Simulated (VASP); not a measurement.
Set up this calculation in VASP 6.6.1, as the native input.

```yaml
Task: single point
Functional: PBEsol
Potentials_or_basis: VASP PAW PBE potentials, release 64 (Bi_d)
Cutoff: 520 eV
k_mesh: 9 × 9 × 3
Occupations: fermi-dirac, width 0.08 eV
Spin: no spin polarisation
Dipole_correction: no
Further_INCAR_settings: ALGO = Normal; EDIFF = 1e-06; NBANDS = 22
```

The structure of Bi lies in POSCAR:

```
Bi
1.0
    4.5390002997      0.0000000000      0.0000000000
   -2.2695001499      3.9308895674      0.0000000000
    0.0000000000      0.0000000000     12.0655800000
Bi
2
Direct
    0.3333333333      0.6666666667      0.2500000000
    0.6666666667      0.3333333333      0.7500000000
```

This cell differs from its parent crystal: zz strain of +2 %.

These files were run (other wordings do the same):

INCAR

```
SYSTEM = Bi
ALGO     = Normal         ! electronic algorithm
EDIFF    = 1E-6           ! SCF threshold, eV
ENCUT    = 520            ! plane-wave cutoff, eV
GGA      = PS             ! functional
ISIF     = 2              ! what is computed and relaxed
ISMEAR   = -1             ! smearing method
LASPH    = .True.         ! aspherical terms in the spheres
LCHARG   = .False.        ! write CHGCAR
LREAL    = .False.        ! projectors in reciprocal space
LWAVE    = .False.        ! write WAVECAR
NBANDS   = 22             ! bands
NELM     = 100            ! most SCF steps
PREC     = Accurate       ! precision mode
SIGMA    = 0.08           ! smearing width, eV
```

KPOINTS

```
k-points
0
Gamma
  9 9 3
  0 0 0
```

Potentials or basis: VASP PAW PBE potentials, release 64 (Bi_d).

The run is started by

```bash
$ cat potpaw_PBE.64/Bi_d/POTCAR > POTCAR
$ mpirun -np 1 vasp_std > vasp.out
```

It gave:

The pressure is -3.4 GPa and the band gap on the k mesh is zero (band 15 reaches 0.20 eV, above the bottom of band 16 at -1.94 eV).

Caveat: the cell differs from its parent crystal (zz strain of +2 %); the PAW data sets were made with another functional, which shifts forces and pressure a little; spin-orbit coupling is left out, which moves the levels of the heavy elements.

It took 68 s on 1 thread of Intel(R) Xeon(R) Platinum 8375C CPU @ 2.90GHz (Ice Lake), on a shared host, peak memory 0.37 GiB.
